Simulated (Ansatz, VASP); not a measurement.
LiF in VASP and in Ansatz

```
CELL_PARAMETERS angstrom
3.13017 0.00890 0.02664
-1.55738 2.70891 -0.00549
0.04180 0.01419 4.88192
ATOMIC_POSITIONS crystal
Li 0.33269 0.66077 0.38109
Li 0.67129 0.33610 0.87969
F 0.32955 0.66740 0.99571
F 0.66648 0.33572 0.49350
```

Change from the starting cell: cell sheared at random, sigma 0.01, atoms nudged by 0.01 Å.

Alike in both runs: task single point; functional PBE; k mesh 12 × 12 × 6; occupations gaussian, width 0.05 eV; no spin polarisation.

|  | VASP | Ansatz |
| --- | --- | --- |
| version | VASP 6.6.1 | Ansatz 0.2.0 |
| potentials or method | VASP PAW PBE potentials, release 64 (Li_sv, F), cutoff 520 eV | scalar-relativistic, plane waves, PAW |
| valence electrons in the cell | 20 | 20 |

|  | VASP | Ansatz | Ansatz less VASP |
| --- | --- | --- | --- |
| gap on the k mesh at the Fermi level (eV) | 7.58 | 7.59 | +0.011 |
| least direct gap on the mesh (eV) | 7.58 | 7.59 | +0.011 |
| rms of the force components (eV/Å) | 0.050 | 0.049 | -0.0013 |

Atom by atom the forces differ by 0.001 eV/Å (rms over components).

Noted on VASP's run: the cutoff is under 1.25 times that of the potentials, so the pressure is a little rough.
